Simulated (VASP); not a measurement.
# NaZnCl3: single point with PBE

The system is NaZnCl3.

```
Na Cl Zn
1.0
     7.37460    0.04957    0.02462
     0.04957    7.30794    0.15894
     0.02462    0.15894    7.57441
Na Cl Zn
3 9 3
Direct
  0.66996 0.51501 0.81284
  0.89003 0.00163 0.09608
  0.75472 0.45950 0.29498
  0.25811 0.33995 0.94129
  0.44283 0.77032 0.98666
  0.67051 0.23110 0.04219
  0.08875 0.65254 0.21848
  0.87679 0.34386 0.60383
  0.64532 0.81951 0.40782
  0.01848 0.79993 0.73073
  0.39858 0.49557 0.52342
  0.25581 0.09884 0.40600
  0.20479 0.62990 0.91603
  0.17420 0.28588 0.61415
  0.32867 0.78764 0.39983
```

```
Program             : VASP 6.6.1
Task                : single point
Functional          : PBE
Potentials or basis : VASP PAW PBE potentials, release 64 (Na_pv, Cl, Zn)
Cutoff              : 520 eV
k mesh              : 1 × 1 × 1
Occupations         : fermi-dirac, width 0.0552 eV
Spin                : no spin polarisation
```

```json
{
  "Pressure": "1.8 GPa",
  "Largest force": "1.866 eV/Å",
  "Band gap on the k mesh": "3.13 eV"
}
```

Forces on the atoms (eV/Å):
```
Na  -0.278  0.339  0.113
Na   0.682 -0.976  0.171
Na  -0.215  0.190 -0.084
Cl  -0.573 -1.413 -1.075
Cl   1.598  0.751  0.040
Cl  -0.202  0.889  0.225
Cl  -0.369  0.432  0.445
Cl   0.373 -0.499 -0.099
Cl  -0.198  0.148 -0.186
Cl   0.108 -0.193  0.538
Cl  -0.118 -0.048  0.354
Cl  -0.073 -0.843 -0.646
Zn  -1.126  0.719 -0.377
Zn  -0.055  0.529  0.915
Zn   0.448 -0.024 -0.334
```

Stress tensor (GPa, compression positive):
```
 1.85 -0.34 -0.30
-0.34  2.68 -0.14
-0.30 -0.14  0.81
```

Levels at points of the mesh, in eV from the valence-band top:
```
           k point  band 56  band 57  band 58  band 59  band 60  band 61  band 62  band 63  band 64  band 65
(0.00, 0.00, 0.00)    -0.48    -0.37    -0.24    -0.10     0.00     3.13     4.63     5.19     6.18     6.49
```

Run time: 55 s on 1 thread of Intel(R) Xeon(R) 6975P-C (Granite Rapids) (shared host), peak memory 0.38 GiB.

Caveat: the k points lie up to 0.86 Å⁻¹ apart.
